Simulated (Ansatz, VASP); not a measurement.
**Two plane-wave programs on C3N**

```
CELL_PARAMETERS angstrom
5.03628 0.00000 0.00000
-2.51814 4.36155 0.00000
0.00000 0.00000 4.06937
ATOMIC_POSITIONS crystal
C 0.16279 0.32558 0.25000
C 0.16279 0.83721 0.25000
C 0.67442 0.83721 0.25000
C 0.83721 0.67442 0.75000
C 0.83721 0.16279 0.75000
C 0.32558 0.16279 0.75000
N 0.33333 0.66667 0.75000
N 0.66667 0.33333 0.25000
```

Change from the starting cell: species swapped into the InRh3 type (P6_3/mmc, No. 194).

Alike in both runs: task relaxation of cell and atoms; functional PBE; k mesh 6 × 6 × 4; occupations gaussian, width 0.1 eV; no spin polarisation.

|  | VASP | Ansatz |
| --- | --- | --- |
| version | VASP 6.6.1 | Ansatz 0.2.0 |
| potentials or method | VASP PAW PBE potentials, release 64 (C, N), cutoff 600 eV | scalar-relativistic, plane waves, PAW |
| valence electrons in the cell | 34 | 34 |

Ansatz gave:

* gap on the k mesh at the Fermi level, each at its own relaxed structure (eV): none
* relaxed volume (Å³/atom): 7.87
* relaxed length of the cell vector where the two differ most in proportion (Å): 3.129

Problem. What did VASP give for the same quantities?

Solution. gap on the k mesh at the Fermi level, each at its own relaxed structure (eV): none; relaxed volume (Å³/atom): 10.23; relaxed length of the cell vector where the two differ most in proportion (Å): 5.814.

A gap of «none» marks a metal or a gap that the smearing closes. One of these differences is far larger than is usual between the two programs; its cause wasn't traced.

The k mesh is coarse, so the values compare programs but aren't converged.
